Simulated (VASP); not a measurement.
A run of VASP 6.6.1 is set up as follows.

Contents of INCAR:

```
ALGO = Normal
EDIFF = 1E-7
EDIFFG = -0.01
ENCUT = 600
GGA = PS
IBRION = 2
ISIF = 3
ISMEAR = -1
LASPH = T
LCHARG = F
LREAL = F
LWAVE = F
NELM = 80
NSW = 80
PREC = Accurate
SIGMA = 0.05
```

The input KPOINTS:

```
k-points
0
Gamma
  18 18 18
```

POSCAR

```
Pd
1.0
    0.0000000000      1.9465000000      1.9465000000
    1.9465000000      0.0000000000      1.9465000000
    1.9465000000      1.9465000000      0.0000000000
Pd
1
Direct
    0.0000000000      0.0000000000      0.0000000000
```

Potentials or basis: VASP PAW PBE potentials, release 64 (Pd).

Command:

```sh
$ cat potpaw_PBE.64/Pd/POTCAR > POTCAR
$ mpirun -np 1 vasp_std > vasp.out
```

**Question.** What does it give for the relaxed cell?

**Answer.** a = 2.739 Å, b = 2.739 Å, c = 2.739 Å, α = 60.00°, β = 60.00°, γ = 60.00°.

**Question.** What does it give for the band gap on the k mesh?

**Answer.** Zero (band 5 reaches 10.19 eV, above the bottom of band 6 at 8.56 eV).

**Question.** What does it give for the relaxed volume?

**Answer.** 14.53 Å³/atom.

Step by step:
```
step  energy change (eV)  largest force (eV/Å)  pressure (GPa)  volume (Å³)
   1              0.0000                0.0000           -3.04        14.75
   2              0.0040                0.0000            5.58        14.16
   3             -0.0022                0.0000           -0.02        14.53
```

Caveat: the PAW data sets were made with another functional, which shifts forces and pressure a little.
